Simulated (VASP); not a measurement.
Wanted: the native input for a VASP 6.6.1 run.

```yaml
Task: relaxation of cell and atoms
Functional: LDA
Potentials_or_basis: VASP PAW LDA potentials, release 64 (Cu)
Cutoff: 600 eV
k_mesh: 16 × 16 × 16
Occupations: methfessel-paxton, width 0.15 eV
Spin: no spin polarisation
Dipole_correction: no
Further_INCAR_settings: ALGO = Normal; EDIFF = 1e-06; IBRION = 2; EDIFFG = -0.005; NSW = 80; ISIF = 3
```

The structure of Cu lies in POSCAR:

```
Cu
1.0
   -1.4427900000      1.4427900000      1.3760800000
    1.4427900000     -1.4427900000      1.3760800000
    1.4427900000      1.4427900000     -1.3760800000
Cu
1
Direct
    0.0000000000      0.0000000000      0.0000000000
```

These files were run (other wordings do the same):

INCAR

```
  ALGO = Normal
  EDIFF = 1E-6
  EDIFFG = -0.005
  ENCUT = 600
  GGA = CA
  IBRION = 2
  ISIF = 3
  ISMEAR = 1
  LASPH = True
  LCHARG = False
  LREAL = False
  LWAVE = False
  NELM = 60
  NSW = 80
  PREC = Accurate
  SIGMA = 0.15
```

KPOINTS

```
k-points
0
Gamma
  16 16 16
```

Potentials or basis: VASP PAW LDA potentials, release 64 (Cu).

The run is started by

```bash
$ cat potpaw_LDA.64/Cu/POTCAR > POTCAR
$ mpirun -np 1 vasp_std > vasp.out
```

Results of the run:

```
Relaxed volume                         : 10.98 Å³/atom
Relaxed cell                           : a = 2.426 Å, b = 2.426 Å, c = 2.426 Å, α = 108.21°, β = 108.21°, γ = 112.03°
Space group after relaxing (to 0.05 Å) : I4/mmm (No. 139)
Energy gained by relaxing              : 10.8 meV/atom
Ionic steps                            : 3
Pressure after relaxing                : 0.0 GPa
```

Wall time 57 s on 1 thread of Intel(R) Xeon(R) 6975P-C (Granite Rapids), with other jobs on the host, peak memory 0.16 GiB.
